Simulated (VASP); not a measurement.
Input of a VASP 6.6.1 run:

File INCAR:

```
  ALGO = Normal
  EDIFF = 1E-6
  ENCUT = 520
  GGA = PS
  ISIF = 2
  ISMEAR = 0
  LASPH = True
  LCHARG = False
  LREAL = False
  LWAVE = False
  NBANDS = 11
  NELM = 60
  PREC = Accurate
  SIGMA = 0.15
```

KPOINTS

```
k-points
0
Gamma
  16 16 16
```

POSCAR

```
HCl
1.0
    0.3434781505      2.9195642796      2.9195642796
    2.9195642796      0.3434781505      2.9195642796
    2.9195642796      2.9195642796      0.3434781505
H Cl
1 1
Direct
    0.0000000000      0.0000000000      0.0000000000
    0.5000000000      0.5000000000      0.5000000000
```

Potentials or basis: VASP PAW PBE potentials, release 64 (H, Cl).

Launch:

```sh
$ cat potpaw_PBE.64/H/POTCAR potpaw_PBE.64/Cl/POTCAR > POTCAR
$ mpirun -np 1 vasp_std > vasp.out
```

Q: What does it give for the pressure?

A: -9.9 GPa.

Q: Predict the band gap on the k mesh.

A: Zero (bands 4 and 5 overlap by 0.33 eV).

Stress tensor (GPa, compression positive):
```
-9.95 -2.33 -2.33
-2.33 -9.95 -2.33
-2.33 -2.33 -9.95
```

Caveat: the cell stands under tension; the PAW data sets were made with another functional, which shifts forces and pressure a little.
